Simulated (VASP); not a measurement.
# MnHg (Pm-3m) in VASP: a series of runs

MnHg is run at these levels: revPBE, PBE, PBE+D4, LDA; tasks: single point.

Everything below comes from runs of VASP 6.6.1. Logs are shortened: lines on timing, memory, paths and dates and some standing lists are left out, and cuts for length are marked.

## (1) The cell of the first run

Symmetry: Pm-3m, No. 221, cubic system. Conventional cell: a = 3.315 Å, b = 3.315 Å, c = 3.315 Å, α = 90.00°, β = 90.00°, γ = 90.00°. Within 3.8 Å of Mn (site symmetry m-3m) lie 8 Hg at 2.87 Å and 6 Mn at 3.31 to 3.32 Å. Hg (site symmetry m-3m) has 8 Mn at 2.87 Å and 6 Hg at 3.31 Å within 3.8 Å.

## (2) Single point, revPBE, collinear spin, ferromagnetic start

INCAR reads:

```
SYSTEM = MnHg
  PREC = Accurate
  ENCUT = 500
  EDIFF = 1E-6
  ISMEAR = 0
  SIGMA = 0.1
  LREAL = .FALSE.
  LASPH = .TRUE.
  NELM = 200
  ALGO = Normal
  ISIF = 2
  LWAVE = .FALSE.
  LCHARG = .TRUE.
  ISPIN = 2
  MAGMOM = 4.13 0
  LORBIT = 11
  LMAXMIX = 4
  GGA = RE
  LELF = .TRUE.
  LVHAR = .TRUE.
  NBANDS = 24
  GGA_COMPAT = .FALSE.
```

KPOINTS reads:

```
regular mesh
0
G
  4 4 4
  0 0 0
```

POSCAR reads:

```
MnHg
1.0
    3.3150000000      0.0000000000      0.0000000000
    0.0000000000      3.3150000000      0.0000000000
    0.0000000000      0.0000000000      3.3150000000
Mn Hg
1 1
Direct
    0.5000000000      0.5000000000      0.5000000000
    0.0000000000      0.0000000000      0.0000000000
```

Potentials or basis: VASP PAW PBE potentials, release 64 (Mn_pv, Hg).

Run with:

```console
cat potpaw_PBE.64/Mn_pv/POTCAR potpaw_PBE.64/Hg/POTCAR > POTCAR
mpirun -np 1 vasp_std > vasp.out
```

OUTCAR:

```text
SYSTEM = MnHg
   PREC = Accurate
   ENCUT = 500
   EDIFF = 1E-6
   ISMEAR = 0
   LREAL = .FALSE.
   LASPH = .TRUE.
   NELM = 200
   ISIF = 2
   ISPIN = 2
   LORBIT = 11
   GGA = RE

 ion  position               nearest neighbor table
   1  0.500  0.500  0.500-   2 2.87   2 2.87   2 2.87   2 2.87   2 2.87   2 2.87   2 2.87   2 2.87

   2  0.000  0.000  0.000-   1 2.87   1 2.87   1 2.87   1 2.87   1 2.87   1 2.87   1 2.87   1 2.87

  LATTYP: Found a simple cubic cell.
 ALAT       =     3.3150000000

  Lattice vectors:

 A1 = (   3.3150000000,   0.0000000000,   0.0000000000)
 A2 = (   0.0000000000,   3.3150000000,   0.0000000000)
 A3 = (   0.0000000000,   0.0000000000,   3.3150000000)

Analysis of symmetry for initial positions (statically):
=====================================================================
 Subroutine PRICEL returns:
 Original cell was already a primitive cell.

 Routine SETGRP: Setting up the symmetry group for a
 simple cubic supercell.

 Subroutine GETGRP returns: Found 48 space group operations
 (whereof 48 operations were pure point group operations)
 out of a pool of 48 trial point group operations.

The static configuration has the point symmetry O_h .

Analysis of symmetry for dynamics (positions and initial velocities):
=====================================================================
 Subroutine PRICEL returns:
 Original cell was already a primitive cell.

 Routine SETGRP: Setting up the symmetry group for a
 simple cubic supercell.

 Subroutine GETGRP returns: Found 48 space group operations
 (whereof 48 operations were pure point group operations)
 out of a pool of 48 trial point group operations.

The dynamic configuration has the point symmetry O_h .

Analysis of structural, dynamic, and magnetic symmetry:
=====================================================================
 Subroutine PRICEL returns:
 Original cell was already a primitive cell.

 Routine SETGRP: Setting up the symmetry group for a
 simple cubic supercell.

 Subroutine GETGRP returns: Found 48 space group operations
 (whereof 48 operations were pure point group operations)
 out of a pool of 48 trial point group operations.

The overall configuration has the point symmetry O_h .

 Subroutine INISYM returns: Found 48 space group operations
 (whereof 48 operations are pure point group operations),
 and found     1 'primitive' translations

[... 99 lines left out ...]
     AMIX_MAG =   1.60;   BMIX_MAG =  1.00
  volume/ion in A,a.u.               =      18.21       122.92
  Fermi-wavevector in a.u.,A,eV,Ry     =   1.444014  2.728790 28.370534  2.085175
  Thomas-Fermi vector in A             =   2.562356
   LORBIT       =     11    0 simple, 1 ext, 2 COOP (PROOUT), +10 PAW based schemes
   GGA     = RE    functional components
   LHFCALC =     F    Hartree Fock is set to
   AEXX    =    0.0000 exact exchange contribution
   IVDW    =     0    specifies the selected vdW correction
   LEPSILON=     F    determine dielectric tensor
   LRPA    =     F    only Hartree local field effects (RPA)
 spin polarized calculation
 Gauss-broadening in eV      SIGMA  =   0.10
  energy-cutoff  :      500.00
  volume of cell :       36.43
 maximum number of plane-waves:       952
   NGX = 13   NGY = 13   NGZ = 13

 number of electron      24.9999960 magnetization       3.7187420

 Free energy of the ion-electron system (eV)
  ---------------------------------------------------
  ext. energy  EPLUGINS =         0.00000000
  ---------------------------------------------------
  free energy    TOTEN  =        -7.81321864 eV

  energy without entropy =       -7.80963368  energy(sigma->0) =       -7.81142616

 E-fermi :   5.6206     XC(G=0): -11.5967

 val. band max:        5.4945774741   @ k =   0.2500   0.2500   0.2500
 cond. band min:       5.6648524574   @ k =   0.5000   0.0000   0.0000
 fundamental gap:      0.1702749833
 Fermi energy:         5.6206018276

 spin component 1

 k-point     1 :       0.0000    0.0000    0.0000
  band No.  band energies     occupation
      1     -44.4136      1.00000
      2     -44.4136      1.00000
      3     -44.4136      1.00000
      4      -3.9935      1.00000
      5      -2.6817      1.00000
      6      -2.6817      1.00000
[... 259 lines left out ...]
     23      32.6106      0.00000
     24      32.6720      0.00000
 Fermi energy:         5.6206018276

 spin component 2

 k-point     1 :       0.0000    0.0000    0.0000
  band No.  band energies     occupation
      1     -40.4600      1.00000
      2     -40.4600      1.00000
      3     -40.4600      1.00000
      4      -3.8473      1.00000
      5      -2.6978      1.00000
      6      -2.6978      1.00000
[... 259 lines left out ...]
     23      32.4743      0.00000
     24      32.4792      0.00000

------------------------ aborting loop because EDIFF is reached ----------------------------------------

  FORCE on cell =-STRESS in cart. coord.  units (eV):
  Direction    XX          YY          ZZ          XY          YZ          ZX
  --------------------------------------------------------------------------------------
  -------------------------------------------------------------------------------------
  Total        0.4202946      0.4202946      0.4202946     -0.0000000      0.0000000     -0.0000000
  in kB       18.4847605     18.4847605     18.4847605     -0.0000000      0.0000000     -0.0000000
  external PRESSURE =      18.4847605 kB  Pullay stress =       0.0000000 kB

 VOLUME and BASIS-vectors are now :
 -----------------------------------------------------------------------------
  energy-cutoff  :      500.00
  volume of cell :       36.43
      direct lattice vectors                 reciprocal lattice vectors
     3.315000000  0.000000000  0.000000000     0.301659125  0.000000000  0.000000000
     0.000000000  3.315000000  0.000000000     0.000000000  0.301659125  0.000000000
     0.000000000  0.000000000  3.315000000     0.000000000  0.000000000  0.301659125

 POSITION                                       TOTAL-FORCE (eV/Angst)
 -----------------------------------------------------------------------------------
      1.65750      1.65750      1.65750         0.000000      0.000000      0.000000
      0.00000      0.00000      0.00000         0.000000      0.000000      0.000000
 -----------------------------------------------------------------------------------
    total drift:                                0.000000      0.000000     -0.000000

  FREE ENERGIE OF THE ION-ELECTRON SYSTEM (eV)
  ---------------------------------------------------
  free  energy   TOTEN  =        -7.8132186385 eV

  energy  without entropy=       -7.8096336830  energy(sigma->0) =       -7.81142616

 total charge

# of ion       s       p       d       tot
------------------------------------------
    1        0.243   6.164   5.006  11.414
    2        0.801   0.514   9.266  10.581
--------------------------------------------------
tot          1.044   6.679  14.272  21.995

 magnetization (x)

# of ion       s       p       d       tot
------------------------------------------
    1        0.028   0.007   3.683   3.717
    2       -0.056  -0.076   0.041  -0.092
--------------------------------------------------
tot         -0.029  -0.069   3.723   3.626
```

stdout:

```text
POSCAR found type information on POSCAR MnHg
 POSCAR found :  2 types and       2 ions
 scaLAPACK will be used
 -----------------------------------------------------------------------------
|                                                                             |
|                                                                             |
|     You enforced a specific xc type in the INCAR file but a different       |
|     I HOPE YOU KNOW WHAT YOU ARE DOING!                                     |
|                                                                             |
 -----------------------------------------------------------------------------

 LDA part: xc-table for (Slater+PW92), standard interpolation
 POSCAR, INCAR and KPOINTS ok, starting setup
 FFT: planning ... GRIDC
 FFT: planning ... GRID_SOFT
 FFT: planning ... GRID
 WAVECAR not read
 entering main loop
```

Run time: 32 s. Hardware: 1 thread of Intel Xeon 8259CL, shared host; peak memory 0.15 GiB.

What came out:

```
Free energy                                           : -7.8132 eV
Pressure                                              : 1.8 GPa
Net moment                                            : 3.72 μB per cell
Site moments                                          : Mn +3.72; Hg -0.09 μB
Valence electrons inside the program's atomic spheres : Mn 11.41; Hg 10.58
```

Levels at points of the mesh, in eV from the Fermi level:
Spin up:
```
           k point  band 10  band 11  band 12  band 13  band 14  band 15  band 16  band 17  band 18  band 19
(0.00, 0.00, 0.00)    -2.81    -2.81    -1.94    -1.94    -1.94     4.93     4.93     4.93     8.64    11.18
(0.50, 0.00, 0.00)    -5.03    -3.16    -2.63    -2.63    -2.14    -1.44    10.09    10.09    10.61    11.22
(0.50, 0.50, 0.00)    -2.58    -1.97    -1.97    -1.87    -1.63    -1.63     0.71     2.94    11.82    11.82
(0.50, 0.50, 0.50)    -3.62    -3.62    -1.85    -1.85     0.46     4.18     4.18     4.18     4.59     4.86
```
Spin down:
```csv
k point,band 9,band 10,band 11,band 12,band 13,band 14
"(0.00, 0.00, 0.00)",-7.14,0.40,0.40,1.60,1.60,1.60
"(0.50, 0.00, 0.00)",-5.06,-4.46,0.04,0.53,0.53,1.41
"(0.50, 0.50, 0.00)",-3.52,-1.47,-1.47,0.55,1.42,1.42
"(0.50, 0.50, 0.50)",-1.54,-1.54,-1.54,0.28,2.02,2.02
```

Caveat: the k points lie up to 0.47 Å⁻¹ apart; the PAW data sets were made with another functional, which shifts forces and pressure a little; spin-orbit coupling is left out, which moves the levels of the heavy elements.

## (3) Single point, PBE, collinear spin, ferromagnetic start

INCAR reads:

```
SYSTEM = MnHg
ALGO = Normal
EDIFF = 1E-6
ENCUT = 500
GGA = PE
GGA_COMPAT = .False.
ISIF = 2
ISMEAR = -1
ISPIN = 2
LASPH = .True.
LCHARG = .True.
LELF = .True.
LMAXMIX = 4
LORBIT = 11
LREAL = .False.
LVHAR = .True.
LWAVE = .False.
MAGMOM = 4.13 0
NBANDS = 24
NELM = 200
PREC = Accurate
SIGMA = 0.051703999572871064
```

KPOINTS reads:

```
k-points
0
Gamma
  4 4 4
  0 0 0
```

POSCAR is that of step 2.

Potentials or basis: VASP PAW PBE potentials, release 64 (Mn_pv, Hg).

Run with:

```console
cat potpaw_PBE.64/Mn_pv/POTCAR potpaw_PBE.64/Hg/POTCAR > POTCAR
mpirun -np 1 vasp_std > vasp.out
```

Wall time 33 s (1 thread of Intel Xeon 8259CL, shared host); peak memory 0.15 GiB.

Results (log left out):

| Property | Result |
| --- | --- |
| Free energy | -8.5084 eV |
| Pressure | -0.6 GPa |
| Net moment | 3.72 μB per cell |
| Site moments | Mn +3.70; Hg -0.08 μB |
| Valence electrons inside the program's atomic spheres | Mn 11.42; Hg 10.58 |

Levels at points of the mesh, in eV from the Fermi level:
Spin up:
```tsv
k point	band 11	band 12	band 13	band 14	band 15	band 16	band 17	band 18
(0.00, 0.00, 0.00)	-2.74	-1.88	-1.88	-1.88	4.93	4.93	4.93	8.63
(0.50, 0.00, 0.00)	-3.10	-2.58	-2.58	-2.08	-1.38	10.09	10.09	10.62
(0.50, 0.50, 0.00)	-1.91	-1.91	-1.81	-1.62	-1.62	0.74	2.96	11.83
(0.50, 0.50, 0.50)	-3.57	-1.78	-1.78	0.44	4.20	4.20	4.20	4.58
```
Spin down:
```csv
k point,band 8,band 9,band 10,band 11,band 12,band 13,band 14,band 15
"(0.00, 0.00, 0.00)",-7.10,-7.10,0.36,0.36,1.57,1.57,1.57,5.24
"(0.50, 0.00, 0.00)",-7.00,-5.03,-4.45,0.01,0.50,0.50,1.38,2.09
"(0.50, 0.50, 0.00)",-6.56,-3.51,-1.44,-1.44,0.52,1.39,1.39,1.94
"(0.50, 0.50, 0.50)",-6.53,-1.54,-1.54,-1.54,0.28,1.98,1.98,5.55
```

Caveat: the k points lie up to 0.47 Å⁻¹ apart; spin-orbit coupling is left out, which moves the levels of the heavy elements.

## (4) Single point, PBE+D4, collinear spin, ferromagnetic start

INCAR reads:

```
SYSTEM = MnHg
PREC = Accurate
ENCUT = 500
EDIFF = 1E-6
ISMEAR = 0
SIGMA = 0.1
LREAL = .False.
LASPH = .True.
NELM = 200
ALGO = Normal
ISIF = 2
LWAVE = .False.
LCHARG = .False.
ISPIN = 2
MAGMOM = 4.13 0
LORBIT = 11
LMAXMIX = 4
GGA = PE
IVDW = 13
NBANDS = 24
GGA_COMPAT = .False.
```

KPOINTS reads:

```
Automatic mesh
0
Gamma
  4 4 4
  0 0 0
```

POSCAR is that of step 3.

Run with:

```console
cat potpaw_PBE.64/Mn_pv/POTCAR potpaw_PBE.64/Hg/POTCAR > POTCAR
mpirun -np 1 vasp_std > vasp.out
```

Wall time 31 s (1 thread of Intel Xeon 8259CL, shared host); peak memory 0.15 GiB.

It converged, with:

```
Free energy                                           : -9.2749 eV
Pressure                                              : -3.7 GPa
Net moment                                            : 3.72 μB per cell
Site moments                                          : Mn +3.70; Hg -0.08 μB
Valence electrons inside the program's atomic spheres : Mn 11.42; Hg 10.58
Dispersion energy per atom                            : -0.384 eV
```

Levels at points of the mesh, in eV from the Fermi level:
Spin up:
```csv
k point,band 11,band 12,band 13,band 14,band 15,band 16,band 17,band 18
"(0.00, 0.00, 0.00)",-2.73,-1.86,-1.86,-1.86,4.95,4.95,4.95,8.64
"(0.50, 0.00, 0.00)",-3.08,-2.57,-2.57,-2.07,-1.37,10.11,10.11,10.64
"(0.50, 0.50, 0.00)",-1.89,-1.89,-1.79,-1.60,-1.60,0.75,2.97,11.85
"(0.50, 0.50, 0.50)",-3.56,-1.77,-1.77,0.46,4.21,4.21,4.21,4.60
```
Spin down:
```
           k point  band 7  band 8  band 9  band 10  band 11  band 12  band 13  band 14  band 15  band 16
(0.00, 0.00, 0.00)   -7.08   -7.08   -7.08     0.38     0.38     1.58     1.58     1.58     5.26     5.26
(0.50, 0.00, 0.00)   -7.44   -6.98   -5.01    -4.44     0.03     0.52     0.52     1.39     2.11    10.63
(0.50, 0.50, 0.00)   -7.50   -6.54   -3.50    -1.42    -1.42     0.54     1.40     1.40     1.96     3.27
(0.50, 0.50, 0.50)   -6.51   -6.51   -1.52    -1.52    -1.52     0.30     1.99     1.99     5.57     5.57
```

Caveat: the k points lie up to 0.47 Å⁻¹ apart; spin-orbit coupling is left out, which moves the levels of the heavy elements.

## (5) Single point, LDA, collinear spin, ferromagnetic start

INCAR reads:

```
PREC = Accurate ; ENCUT = 500
EDIFF = 1E-6 ; ISMEAR = 0
SIGMA = 0.1 ; LREAL = F
LASPH = T ; NELM = 200
ALGO = Normal ; ISIF = 2
LWAVE = F ; LCHARG = F
ISPIN = 2 ; MAGMOM = 4.13 0
LORBIT = 11 ; LMAXMIX = 4
NBANDS = 24 ; GGA_COMPAT = F
```

KPOINTS reads:

```
regular mesh
0
Gamma
  4 4 4
```

POSCAR is that of step 4.

Potentials or basis: VASP PAW LDA potentials, release 64 (Mn_pv, Hg).

Run with:

```console
cat potpaw_LDA.64/Mn_pv/POTCAR potpaw_LDA.64/Hg/POTCAR > POTCAR
mpirun -np 1 vasp_std > vasp.out
```

It took 18 s on 1 thread of Intel Xeon 8259CL, shared host; peak memory 0.14 GiB.

It converged, with:

* Free energy: -9.9141 eV
* Pressure: -10.0 GPa
* Net moment: 3.72 μB per cell
* Site moments: Mn +3.61; Hg -0.05 μB
* Valence electrons inside the program's atomic spheres: Mn 11.45; Hg 10.57

Levels at points of the mesh, in eV from the Fermi level:
Spin up:
| k point | band 12 | band 13 | band 14 | band 15 | band 16 | band 17 |
| --- | --- | --- | --- | --- | --- | --- |
| (0.00, 0.00, 0.00) | -1.53 | -1.53 | -1.53 | 5.01 | 5.01 | 5.01 |
| (0.50, 0.00, 0.00) | -2.26 | -2.26 | -1.74 | -1.03 | 10.16 | 10.16 |
| (0.50, 0.50, 0.00) | -1.57 | -1.51 | -1.51 | -1.42 | 0.96 | 3.20 |
| (0.50, 0.50, 0.50) | -1.39 | -1.39 | 0.46 | 4.33 | 4.33 | 4.33 |
Spin down:
| k point | band 8 | band 9 | band 10 | band 11 | band 12 | band 13 | band 14 | band 15 |
| --- | --- | --- | --- | --- | --- | --- | --- | --- |
| (0.00, 0.00, 0.00) | -6.93 | -6.93 | 0.29 | 0.29 | 1.51 | 1.51 | 1.51 | 5.41 |
| (0.50, 0.00, 0.00) | -6.83 | -4.82 | -4.29 | -0.06 | 0.47 | 0.47 | 1.32 | 1.98 |
| (0.50, 0.50, 0.00) | -6.37 | -3.37 | -1.19 | -1.19 | 0.47 | 1.34 | 1.34 | 1.82 |
| (0.50, 0.50, 0.50) | -6.34 | -1.46 | -1.46 | -1.46 | 0.45 | 1.86 | 1.86 | 5.73 |

Caveat: the k points lie up to 0.47 Å⁻¹ apart; spin-orbit coupling is left out, which moves the levels of the heavy elements.

## (6) Overview

```csv
level,potentials or basis,smearing,gap on the mesh (eV),pressure (GPa),moment (μB)
revPBE,"VASP PAW PBE potentials, release 64 (Mn_pv, Hg)",gaussian 0.1 eV,none,1.8,3.72
PBE,"VASP PAW PBE potentials, release 64 (Mn_pv, Hg)",fermi-dirac 0.051704 eV,none,-0.6,3.72
PBE+D4,"VASP PAW PBE potentials, release 64 (Mn_pv, Hg)",gaussian 0.1 eV,none,-3.7,3.72
LDA,"VASP PAW LDA potentials, release 64 (Mn_pv, Hg)",gaussian 0.1 eV,none,-10.0,3.72
```

Alike in all rows: task single point; spin collinear, ferromagnetic start; cell as given; k mesh 4 × 4 × 4; cutoff (eV) 500.

Caveats: all runs use coarse meshes; spin-orbit coupling is left out, which moves the levels of the heavy elements; the PAW data sets were made with another functional, which shifts forces and pressure a little (at least some runs).

Absolute energies hang on the potentials; compare differences alone.
